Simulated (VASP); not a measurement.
# TiB (F-43m) in VASP: a series of runs, part 2 of 2

VASP 6.6.1. Earlier steps stand in the parts before.

## (3) Single point, PBEsol

This run uses another cell than the first one, of 14.77 Å³/atom, 1.592 times its volume.

INCAR

```
SYSTEM = TiB
PREC = Accurate
ENCUT = 520
EDIFF = 1E-6
ISMEAR = 0
SIGMA = 0.1
LREAL = .False.
LASPH = .True.
NELM = 80
ALGO = Normal
ISIF = 2
LWAVE = .False.
LCHARG = .True.
GGA = PS
LELF = .True.
LVHAR = .True.
NBANDS = 14
```

KPOINTS

```
regular mesh
0
Gamma
  8 8 8
  0 0 0
```

POSCAR

```
TiB
1.0
    0.0000000000      2.4533420017      2.4533420017
    2.4533420017      0.0000000000      2.4533420017
    2.4533420017      2.4533420017      0.0000000000
Ti B
1 1
Direct
    0.7500000000      0.7500000000      0.7500000000
    0.0000000000      0.0000000000      0.0000000000
```

Potentials or basis: VASP PAW PBE potentials, release 64 (Ti_sv, B).

Started as:

```console
$ cat potpaw_PBE.64/Ti_sv/POTCAR potpaw_PBE.64/B/POTCAR > POTCAR
$ mpirun -np 1 vasp_std > vasp.out
```

OUTCAR:

```text
SYSTEM = TiB
   PREC = Accurate
   ENCUT = 520
   EDIFF = 1E-6
   ISMEAR = 0
   LREAL = .False.
   LASPH = .True.
   NELM = 80
   ISIF = 2
   GGA = PS

 ion  position               nearest neighbor table
   1  0.750  0.750  0.750-   2 2.12   2 2.12   2 2.12   2 2.12
   2  0.000  0.000  0.000-   1 2.12   1 2.12   1 2.12   1 2.12

  LATTYP: Found a face centered cubic cell.
 ALAT       =     4.9066840034

  Lattice vectors:

 A1 = (   0.0000000000,   2.4533420017,   2.4533420017)
 A2 = (   2.4533420017,   0.0000000000,   2.4533420017)
 A3 = (   2.4533420017,   2.4533420017,   0.0000000000)

Analysis of symmetry for initial positions (statically):
=====================================================================
 Subroutine PRICEL returns:
 Original cell was already a primitive cell.

 Routine SETGRP: Setting up the symmetry group for a
 face centered cubic supercell.

 Subroutine GETGRP returns: Found 24 space group operations
 (whereof 24 operations were pure point group operations)
 out of a pool of 48 trial point group operations.

The static configuration has the point symmetry T_d .

Analysis of symmetry for dynamics (positions and initial velocities):
=====================================================================
 Subroutine PRICEL returns:
 Original cell was already a primitive cell.

 Routine SETGRP: Setting up the symmetry group for a
 face centered cubic supercell.

 Subroutine GETGRP returns: Found 24 space group operations
 (whereof 24 operations were pure point group operations)
 out of a pool of 48 trial point group operations.

The dynamic configuration has the point symmetry T_d .

 Subroutine INISYM returns: Found 24 space group operations
 (whereof 24 operations are pure point group operations),
 and found     1 'primitive' translations

----------------------------------------------------------------------------------------

                                     Primitive cell

  volume of cell :      29.5328

  direct lattice vectors                    reciprocal lattice vectors
     0.000000000  2.453342002  2.453342002    -0.203803628  0.203803628  0.203803628
[... 119 lines left out ...]
  energy-cutoff  :      520.00
  volume of cell :       29.53
 maximum number of plane-waves:       821
 NGX is ok and might be reduce to    28
   NGX = 13   NGY = 13   NGZ = 13

 number of electron      14.9999998 magnetization

 Free energy of the ion-electron system (eV)
  ---------------------------------------------------
  ext. energy  EPLUGINS =         0.00000000
  ---------------------------------------------------
  free energy    TOTEN  =       -13.83363146 eV

  energy without entropy =      -13.82208196  energy(sigma->0) =      -13.82785671

 E-fermi :   4.7303     XC(G=0): -10.7161

 val. band max:        4.6980027894   @ k =  -0.3750   0.2500   0.1250
 cond. band min:       4.7323315348   @ k =  -0.3750   0.2500   0.0000
 fundamental gap:      0.0343287454
 Fermi energy:         4.7302573766

 k-point     1 :       0.0000    0.0000    0.0000
  band No.  band energies     occupation
      1     -51.0868      2.00000
      2     -27.4029      2.00000
      3     -27.4029      2.00000
      4     -27.4029      2.00000
      5      -3.0474      2.00000
      6       3.7491      2.00000
      7       3.7491      2.00000
      8       3.7491      2.00000
      9       6.9530      0.00000
     10       6.9530      0.00000
     11      13.1003      0.00000
     12      13.4501      0.00000
     13      13.4501      0.00000
     14      13.4501      0.00000
[... 377 lines left out ...]
      1     -51.0699      2.00000
      2     -27.5286      2.00000
      3     -27.4620      2.00000
      4     -27.4378      2.00000
      5      -0.2815      2.00000
      6       2.7461      2.00000
      7       3.8088      2.00000
      8       4.6980      1.35172
      9       6.7179      0.00000
     10       7.3628      0.00000
     11       7.9958      0.00000
     12      10.2109      0.00000
     13      10.8005      0.00000
     14      15.1391      0.00000

 [... further k-points ...]

------------------------ aborting loop because EDIFF is reached ----------------------------------------

  FORCE on cell =-STRESS in cart. coord.  units (eV):
  Direction    XX          YY          ZZ          XY          YZ          ZX
  --------------------------------------------------------------------------------------
  -------------------------------------------------------------------------------------
  Total        0.0102164      0.0102164      0.0102164     -0.0000000      0.0000000      0.0000000
  in kB        0.5542473      0.5542473      0.5542473     -0.0000000      0.0000000      0.0000000
  external PRESSURE =       0.5542473 kB  Pullay stress =       0.0000000 kB

 VOLUME and BASIS-vectors are now :
 -----------------------------------------------------------------------------
  energy-cutoff  :      520.00
  volume of cell :       29.53
      direct lattice vectors                 reciprocal lattice vectors
     0.000000000  2.453342002  2.453342002    -0.203803628  0.203803628  0.203803628
     2.453342002  0.000000000  2.453342002     0.203803628 -0.203803628  0.203803628
     2.453342002  2.453342002  0.000000000     0.203803628  0.203803628 -0.203803628

 POSITION                                       TOTAL-FORCE (eV/Angst)
 -----------------------------------------------------------------------------------
      3.68001      3.68001      3.68001         0.000000      0.000000      0.000000
      0.00000      0.00000      0.00000        -0.000000     -0.000000      0.000000
 -----------------------------------------------------------------------------------
    total drift:                                0.000001      0.000001      0.000001

  FREE ENERGIE OF THE ION-ELECTRON SYSTEM (eV)
  ---------------------------------------------------
  free  energy   TOTEN  =       -13.8336314589 eV

  energy  without entropy=      -13.8220819589  energy(sigma->0) =      -13.82785671
```

OSZICAR:

```text
N       E                     dE             d eps       ncg     rms          rms(c)
DAV:   1     0.116345561078E+03    0.11635E+03   -0.79379E+03   812   0.120E+03
DAV:   2    -0.620816408178E+01   -0.12255E+03   -0.11745E+03   812   0.322E+02
DAV:   3    -0.170912776850E+02   -0.10883E+02   -0.10564E+02  1378   0.837E+01
DAV:   4    -0.176370006024E+02   -0.54572E+00   -0.54528E+00   938   0.148E+01
DAV:   5    -0.176451232697E+02   -0.81227E-02   -0.81217E-02  1150   0.193E+00    0.140E+01
DAV:   6    -0.139928568009E+02    0.36523E+01   -0.10377E+01  1174   0.439E+01    0.452E+00
DAV:   7    -0.138247006822E+02    0.16816E+00   -0.13044E+00   902   0.154E+01    0.264E+00
DAV:   8    -0.138296068516E+02   -0.49062E-02   -0.55301E-02   998   0.324E+00    0.101E+00
DAV:   9    -0.138333225457E+02   -0.37157E-02   -0.18547E-02   956   0.184E+00    0.119E-01
DAV:  10    -0.138336785532E+02   -0.35601E-03   -0.15198E-03  1000   0.323E-01    0.945E-02
DAV:  11    -0.138336623966E+02    0.16157E-04   -0.66965E-05  1044   0.609E-02    0.721E-02
DAV:  12    -0.138336327433E+02    0.29653E-04   -0.10577E-04   932   0.133E-01    0.177E-02
DAV:  13    -0.138336313960E+02    0.13473E-05   -0.54224E-06   880   0.309E-02    0.752E-03
DAV:  14    -0.138336314589E+02   -0.62902E-07   -0.55842E-07   448   0.775E-03
   1 F= -.13833631E+02 E0= -.13827857E+02  d E =-.115495E-01
```

Wall time 8 s (1 thread of Intel Xeon 6975P-C (Granite Rapids), shared host); peak memory 0.16 GiB.

Results:

```
Free energy : -13.8336 eV
Pressure    : 0.1 GPa
```

Caveat: the PAW data sets were made with another functional, which shifts forces and pressure a little.
